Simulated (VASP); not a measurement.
Here is a VASP 6.6.1 calculation.

The input INCAR:

```
PREC = Accurate
ENCUT = 520
EDIFF = 1E-6
ISMEAR = 0
SIGMA = 0.05
LREAL = F
LASPH = T
NELM = 100
ALGO = Normal
ISIF = 2
LWAVE = F
LCHARG = F
LDIPOL = T
IDIPOL = 3
DIPOL = 0.5 0.5 0.415
GGA = PE
IVDW = 12
NBANDS = 48
```

File KPOINTS:

```
Automatic mesh
0
Gamma
  9 9 1
```

Contents of POSCAR:

```
InSe
1.0
    4.0266103640      0.0000000000      0.0000000000
   -2.0133051820      3.4871468663      0.0000000000
    0.0000000000      0.0000000000     28.2707108021
Se In
4 4
Direct
    0.0000000000      0.0000000000      0.1591753399
    0.0000000000      0.0000000000      0.3496677346
    0.2222222222      0.6666666667      0.4808989592
    0.2222222222      0.6666666667      0.6713913539
    0.6666666667      0.3333333333      0.2049979895
    0.6666666667      0.3333333333      0.3038451603
    0.8888888889      1.0000000000      0.5267216088
    0.8888888889      1.0000000000      0.6255687796
```

Potentials or basis: VASP PAW PBE potentials, release 64 (Se, In_d).

Command:

```sh
$ cat potpaw_PBE.64/Se/POTCAR potpaw_PBE.64/In_d/POTCAR > POTCAR
$ mpirun -np 1 vasp_std > vasp.out
```

Task: Predict the dispersion energy per atom.

Result: -0.246 eV.

Task: What does it give for the largest force?

Result: 0.083 eV/Å.

Forces in eV/Å, atoms in the order of the input:
```
Se   0.000  0.000 -0.012
Se  -0.008  0.002  0.082
Se   0.005 -0.003 -0.082
Se   0.000  0.000  0.012
In  -0.001  0.000  0.015
In   0.003  0.000  0.024
In   0.001  0.000 -0.023
In   0.000  0.000 -0.015
```

Caveat: the cell differs from its parent crystal (layers slid over each other).
